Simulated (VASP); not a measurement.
Wanted: the native input for a VASP 6.6.1 run.

| Quantity | Value |
| --- | --- |
| Task | single point |
| Functional | PBE |
| Potentials or basis | VASP PAW PBE potentials, release 64 (Tl_d) |
| Cutoff | 520 eV |
| k mesh | 11 × 11 × 11 |
| Occupations | fermi-dirac, width 0.05 eV |
| Spin | no spin polarisation |
| Dipole correction | no |
| Further INCAR settings | ALGO = Normal; EDIFF = 1e-07; NBANDS = 20 |

The structure of Tl lies in POSCAR:

```
Tl
1.0
    0.0000000000      3.5591753938      3.5591753938
    3.5591753938      0.0000000000      3.5591753938
    3.5591753938      3.5591753938      0.0000000000
Tl
2
Direct
   -0.1250000000     -0.1250000000     -0.1250000000
    0.1250000000      0.1250000000      0.1250000000
```

The input as run:

INCAR

```
SYSTEM = Tl
PREC = Accurate
ENCUT = 520
EDIFF = 1E-7
ISMEAR = -1
SIGMA = 0.05
LREAL = .False.
LASPH = .True.
NELM = 80
ALGO = Normal
ISIF = 2
LWAVE = .False.
LCHARG = .False.
GGA = PE
NBANDS = 20
```

KPOINTS

```
regular mesh
0
Gamma
  11 11 11
  0 0 0
```

Potentials or basis: VASP PAW PBE potentials, release 64 (Tl_d).

Run with:

```console
$ cat potpaw_PBE.64/Tl_d/POTCAR > POTCAR
$ mpirun -np 1 vasp_std > vasp.out
```

Results of the run:

```yaml
Pressure: 0.0 GPa
Band_gap_on_the_k_mesh: zero (band 13 reaches 4.86 eV, above the bottom of band 14 at 2.14 eV)
```

Caveat: spin-orbit coupling is left out, which moves the levels of the heavy elements.

Run time: 37 s on 1 thread of Intel(R) Xeon(R) 6975P-C (Granite Rapids), on a shared host, peak memory 0.27 GiB.
